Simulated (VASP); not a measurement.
# LaNb2N2 (P6/mmm) in VASP: a series of runs

The runs below take LaNb2N2 through single point, relaxation of cell and atoms, with PBE.

Everything below comes from runs of VASP 6.6.1. Logs are shortened: lines on timing, memory, paths and dates and some standing lists are left out, and cuts for length are marked.

### 1 The cell of the first run

Symmetry: P6/mmm, No. 191, hexagonal system. The conventional cell has a = 4.356 Å, b = 4.356 Å, c = 5.992 Å, α = 90.00°, β = 90.00°, γ = 120.00°. La (site symmetry 6/mmm) has 2 N at 2.34 Å within 3.1 Å. Within 3.3 Å of Nb (site symmetry -6m2) lie 3 Nb at 2.52 Å and 6 N at 2.60 Å. N (site symmetry 6mm) has 1 N at 1.32 Å within 1.8 Å.

### 2 Single point, PBE

Input file INCAR:

```
SYSTEM = LaNb2N2
PREC = Accurate
ENCUT = 520
EDIFF = 1E-6
ISMEAR = 0
SIGMA = 0.1
LREAL = .FALSE.
LASPH = .TRUE.
NELM = 60
ALGO = Normal
ISIF = 2
LWAVE = .FALSE.
LCHARG = .FALSE.
GGA = PE
NBANDS = 32
```

Input file KPOINTS:

```
Automatic mesh
0
G
  12 12 6
  0 0 0
```

Input file POSCAR:

```
LaNb2N2
1.0
    4.3561366085      0.0000000000      0.0000000000
   -2.1780683043      3.7725249653      0.0000000000
    0.0000000000      0.0000000000      5.9921227881
La Nb N
1 2 2
Direct
    0.0000000000      0.0000000000      0.5000000000
    0.3333333333      0.6666666667      0.0000000000
    0.6666666667      0.3333333333      0.0000000000
    0.0000000000      0.0000000000      0.8901459674
    0.0000000000      0.0000000000      0.1098540326
```

Potentials or basis: VASP PAW PBE potentials, release 64 (La, Nb_sv, N).

On the command line:

```console
> cat potpaw_PBE.64/La/POTCAR potpaw_PBE.64/Nb_sv/POTCAR potpaw_PBE.64/N/POTCAR > POTCAR
> mpirun -np 1 vasp_std > vasp.out
```

OUTCAR:

```text
SYSTEM = LaNb2N2
   PREC = Accurate
   ENCUT = 520
   EDIFF = 1E-6
   ISMEAR = 0
   LREAL = .FALSE.
   LASPH = .TRUE.
   NELM = 60
   ISIF = 2
   GGA = PE

 ion  position               nearest neighbor table
   1  0.000  0.000  0.500-   4 2.34   5 2.34
   2  0.333  0.667  0.000-   3 2.52   3 2.52   3 2.52
   3  0.667  0.333  0.000-   2 2.52   2 2.52   2 2.52
   4  0.000  0.000  0.890-   5 1.32   1 2.34
   5  0.000  0.000  0.110-   4 1.32   1 2.34

  LATTYP: Found a hexagonal cell.
 ALAT       =     4.3561366085
 C/A-ratio  =     1.3755589704

  Lattice vectors:

 A1 = (   4.3561366085,   0.0000000000,   0.0000000000)
 A2 = (  -2.1780683043,   3.7725249653,   0.0000000000)
 A3 = (   0.0000000000,   0.0000000000,   5.9921227881)

Analysis of symmetry for initial positions (statically):
=====================================================================
 Subroutine PRICEL returns:
 Original cell was already a primitive cell.

 Routine SETGRP: Setting up the symmetry group for a
 hexagonal supercell.

 Subroutine GETGRP returns: Found 24 space group operations
 (whereof 24 operations were pure point group operations)
 out of a pool of 24 trial point group operations.

The static configuration has the point symmetry D_6h.

Analysis of symmetry for dynamics (positions and initial velocities):
=====================================================================
 Subroutine PRICEL returns:
 Original cell was already a primitive cell.

 Routine SETGRP: Setting up the symmetry group for a
 hexagonal supercell.

 Subroutine GETGRP returns: Found 24 space group operations
 (whereof 24 operations were pure point group operations)
 out of a pool of 24 trial point group operations.

The dynamic configuration has the point symmetry D_6h.

 Subroutine INISYM returns: Found 24 space group operations
 (whereof 24 operations are pure point group operations),
 and found     1 'primitive' translations

----------------------------------------------------------------------------------------

                                     Primitive cell

  volume of cell :      98.4724

  direct lattice vectors                    reciprocal lattice vectors
     4.356136608  0.000000000  0.000000000     0.229561212  0.132537228  0.000000000
    -2.178068304  3.772524965  0.000000000     0.000000000  0.265074455  0.000000000
     0.000000000  0.000000000  5.992122788     0.000000000  0.000000000  0.166885766

  length of vectors
     4.356136608  4.356136609  5.992122788     0.265074455  0.265074455  0.166885766

  position of ions in fractional coordinates (direct lattice)
     0.000000000  0.000000000  0.500000000
     0.333333333  0.666666667  0.000000000
     0.666666667  0.333333333  0.000000000
     0.000000000  0.000000000  0.890145967
     0.000000000  0.000000000  0.109854033

  ion indices of the primitive-cell ions
   primitive index   ion index
                 1           1
                 2           2
                 3           3
                 4           4
                 5           5

----------------------------------------------------------------------------------------

 KPOINTS: Automatic mesh

Automatic generation of k-mesh.
 Grid dimensions read from file:
 generate k-points for:   12   12    6

 Generating k-lattice:

  Cartesian coordinates                     Fractional coordinates (reciprocal lattice)
     0.019130101  0.011044769  0.000000000     0.083333333  0.000000000  0.000000000
     0.000000000  0.022089538  0.000000000     0.000000000  0.083333333  0.000000000
     0.000000000  0.000000000  0.027814294     0.000000000  0.000000000  0.166666667

  Length of vectors
     0.022089538  0.022089538  0.027814294

  Shift w.r.t. Gamma in fractional coordinates (k-lattice)
     0.000000000  0.000000000  0.000000000

 Subroutine IBZKPT returns following result:
 ===========================================

 Found     76 irreducible k-points:

 Following reciprocal coordinates:
            Coordinates               Weight
  0.000000  0.000000  0.000000      1.000000
  0.083333 -0.000000  0.000000      6.000000
  0.166667  0.000000  0.000000      6.000000
  0.250000 -0.000000  0.000000      6.000000
  0.333333 -0.000000  0.000000      6.000000
  0.416667 -0.000000  0.000000      6.000000
[... 16 lines left out ...]
  0.250000 -0.000000  0.166667     12.000000
  0.333333 -0.000000  0.166667     12.000000
 [... further k-points ...]
   k-points           NKPTS =     76   k-points in BZ     NKDIM =     76   number of bands    NBANDS=     32
   number of dos      NEDOS =    301   number of ions     NIONS =      5
   total plane-waves  NPLWV =  49152
   dimension x,y,z NGX =    32 NGY =   32 NGZ =   48
   dimension x,y,z NGXF=    64 NGYF=   64 NGZF=   96
   ions per type =               1   2   2
   NGX,Y,Z   is equivalent  to a cutoff of  12.21, 12.21, 13.32 a.u.
   NGXF,Y,Z  is equivalent  to a cutoff of  24.42, 24.42, 26.63 a.u.
 SYSTEM =  LaNb2N2
   PREC   = accura    normal or accurate (medium, high low for compatibility)
   ISTART =      0    job   : 0-new  1-cont  2-samecut
   ICHARG =      2    charge: 1-file 2-atom 10-const
   ISPIN  =      1    spin polarized calculation?
   LNONCOLLINEAR =      F non collinear calculations
   LSORBIT =      F    spin-orbit coupling
   LASPH  =      T    aspherical Exc in radial PAW
   ENCUT  =  520.0 eV  38.22 Ry    6.18 a.u.   8.10  8.10 11.14*2*pi/ulx,y,z
   NELM   =     60;   NELMIN=  2; NELMDL= -5     # of ELM steps
   EDIFF  = 0.1E-05   stopping-criterion for ELM
   LREAL  =      F    real-space projection
   EDIFFG = 0.1E-04   stopping-criterion for IOM
   NSW    =      0    number of steps for IOM
   IBRION =     -1    ionic relax: 0-MD 1-quasi-New 2-CG
   NFREE  =      0    steps in history (QN), initial steepest desc. (CG)
   ISIF   =      2    stress and relaxation
   ISYM   =      2    0-nonsym 1-usesym 2-fastsym
   POTIM  = 0.5000    time-step for ionic-motion
   TEBEG  =    0.0;   TEEND  =   0.0 temperature during run
   PSTRESS=    0.0 pullay stress
   NELECT =      47.0000    total number of electrons
   NUPDOWN=      -1.0000    fix difference up-down
   EMIN   =  10.00;   EMAX   =-10.00  energy-range for DOS
   EFERMI =   0.00;   METHOD = LEGACY
   ISMEAR =     0;   SIGMA  =   0.10  broadening in eV -4-tet -1-fermi 0-gaus
   EFERMI_NEDOS =   21; number of points for ismear=-14 and -15
   IALGO  =     38    algorithm
   IMIX   =      4    mixing-type and parameters
     AMIX     =   0.40;   BMIX     =  1.00
     AMIX_MAG =   1.60;   BMIX_MAG =  1.00
  volume/ion in A,a.u.               =      19.69       132.90
  Fermi-wavevector in a.u.,A,eV,Ry     =   1.279389  2.417695 22.270515  1.636837
  Thomas-Fermi vector in A             =   2.411877
   LORBIT       =      0    0 simple, 1 ext, 2 COOP (PROOUT), +10 PAW based schemes
   GGA     = PE    functional components
   LHFCALC =     F    Hartree Fock is set to
   AEXX    =    0.0000 exact exchange contribution
   IVDW    =     0    specifies the selected vdW correction
   LEPSILON=     F    determine dielectric tensor
   LRPA    =     F    only Hartree local field effects (RPA)
 non-spin polarized calculation
 Gauss-broadening in eV      SIGMA  =   0.10
  energy-cutoff  :      520.00
  volume of cell :       98.47
 maximum number of plane-waves:      2674
   NGX = 17   NGY = 17   NGZ = 23

 number of electron      47.0000000 magnetization

 Free energy of the ion-electron system (eV)
  ---------------------------------------------------
  ext. energy  EPLUGINS =         0.00000000
  ---------------------------------------------------
  free energy    TOTEN  =       -39.47783128 eV

  energy without entropy =      -39.46144799  energy(sigma->0) =      -39.46963963

 E-fermi :   7.8203     XC(G=0): -10.4416

 val. band max:        7.8090582213   @ k =   0.3333  -0.0000   0.0000
 cond. band min:       7.8340614860   @ k =   0.2500   0.1667   0.1667
 fundamental gap:      0.0250032646
 Fermi energy:         7.8202776884

 k-point     1 :       0.0000    0.0000    0.0000
  band No.  band energies     occupation
      1     -47.0105      2.00000
      2     -46.3948      2.00000
      3     -24.7177      2.00000
      4     -23.7702      2.00000
      5     -23.7702      2.00000
      6     -23.0846      2.00000
[... 24 lines left out ...]
     31      10.2207      0.00000
     32      10.2688      0.00000

 k-point     2 :       0.0833   -0.0000    0.0000
  band No.  band energies     occupation
      1     -47.0015      2.00000
      2     -46.4045      2.00000
      3     -24.7164      2.00000
      4     -23.7826      2.00000
      5     -23.7513      2.00000
      6     -23.0769      2.00000
[... 24 lines left out ...]
     31      10.2235      0.00000
     32      10.2628      0.00000

 k-point     3 :       0.1667    0.0000    0.0000
  band No.  band energies     occupation
      1     -46.9756      2.00000
      2     -46.4327      2.00000
      3     -24.7131      2.00000
      4     -23.8153      2.00000
      5     -23.6979      2.00000
      6     -23.0546      2.00000
[... 24 lines left out ...]
     31      10.2285      0.00000
     32      10.2626      0.00000

 k-point     4 :       0.2500   -0.0000    0.0000
  band No.  band energies     occupation
      1     -46.9350      2.00000
      2     -46.4764      2.00000
      3     -24.7087      2.00000
      4     -23.8578      2.00000
      5     -23.6206      2.00000
      6     -23.0198      2.00000
[... 24 lines left out ...]
     31      10.2349      0.00000
     32      10.2420      0.00000

 k-point     5 :       0.3333   -0.0000    0.0000
  band No.  band energies     occupation
      1     -46.8848      2.00000
      2     -46.5297      2.00000
      3     -24.7044      2.00000
      4     -23.8980      2.00000
      5     -23.5363      2.00000
      6     -22.9770      2.00000
[... 584 lines left out ...]
     31      10.2435      0.00000
     32      10.3018      0.00000

 k-point    22 :       0.1667    0.0000    0.1667
  band No.  band energies     occupation
      1     -46.9756      2.00000
      2     -46.4327      2.00000
      3     -24.7132      2.00000
      4     -23.8153      2.00000
      5     -23.6980      2.00000
      6     -23.0538      2.00000
[... 24 lines left out ...]
     31      10.2178      0.00000
     32      10.2914      0.00000

 k-point    23 :       0.2500   -0.0000    0.1667
  band No.  band energies     occupation
      1     -46.9350      2.00000
      2     -46.4764      2.00000
      3     -24.7085      2.00000
      4     -23.8578      2.00000
      5     -23.6207      2.00000
      6     -23.0193      2.00000
[... 24 lines left out ...]
     31      10.2083      0.00000
     32      10.2853      0.00000

 k-point    24 :       0.3333   -0.0000    0.1667
  band No.  band energies     occupation
      1     -46.8848      2.00000
      2     -46.5297      2.00000
      3     -24.7039      2.00000
      4     -23.8979      2.00000
      5     -23.5367      2.00000
      6     -22.9767      2.00000
[... 24 lines left out ...]
     31      10.2080      0.00000
     32      10.3332      0.00000

 [... further k-points ...]
[... 5 lines left out ...]
  --------------------------------------------------------------------------------------
  -------------------------------------------------------------------------------------
  Total       -0.0307395     -0.0307395     -0.0490504      0.0000000      0.0000000      0.0000000
  in kB       -0.5001419     -0.5001419     -0.7980667      0.0000000      0.0000000      0.0000000
  external PRESSURE =      -0.5994501 kB  Pullay stress =       0.0000000 kB

 VOLUME and BASIS-vectors are now :
 -----------------------------------------------------------------------------
  energy-cutoff  :      520.00
  volume of cell :       98.47
      direct lattice vectors                 reciprocal lattice vectors
     4.356136608  0.000000000  0.000000000     0.229561212  0.132537228  0.000000000
    -2.178068304  3.772524965  0.000000000     0.000000000  0.265074455  0.000000000
     0.000000000  0.000000000  5.992122788     0.000000000  0.000000000  0.166885766

 POSITION                                       TOTAL-FORCE (eV/Angst)
 -----------------------------------------------------------------------------------
      0.00000      0.00000      2.99606         0.000000      0.000000      0.000000
     -0.00000      2.51502      0.00000         0.000000      0.000000      0.000000
      2.17807      1.25751      0.00000        -0.000000     -0.000000      0.000000
      0.00000      0.00000      5.33386         0.000000      0.000000     -0.158107
      0.00000      0.00000      0.65826         0.000000     -0.000000      0.158107
 -----------------------------------------------------------------------------------
    total drift:                               -0.000000      0.000000     -0.000000

  FREE ENERGIE OF THE ION-ELECTRON SYSTEM (eV)
  ---------------------------------------------------
  free  energy   TOTEN  =       -39.4778312827 eV

  energy  without entropy=      -39.4614479850  energy(sigma->0) =      -39.46963963
```

It took 96 s on 1 thread of Intel Xeon 6975P-C (Granite Rapids), shared host; peak memory 0.39 GiB.

Results:

```
Free energy   : -39.4778 eV
Pressure      : -0.1 GPa
Largest force : 0.158 eV/Å
```

Forces in eV/Å, atoms in the order of the input:
```
La   0.000  0.000  0.000
Nb   0.000  0.000  0.000
Nb   0.000  0.000  0.000
N    0.000  0.000 -0.158
N    0.000  0.000  0.158
```

Caveat: spin-orbit coupling is left out, which moves the levels of the heavy elements.

(Part 1 of 3 ends here.)
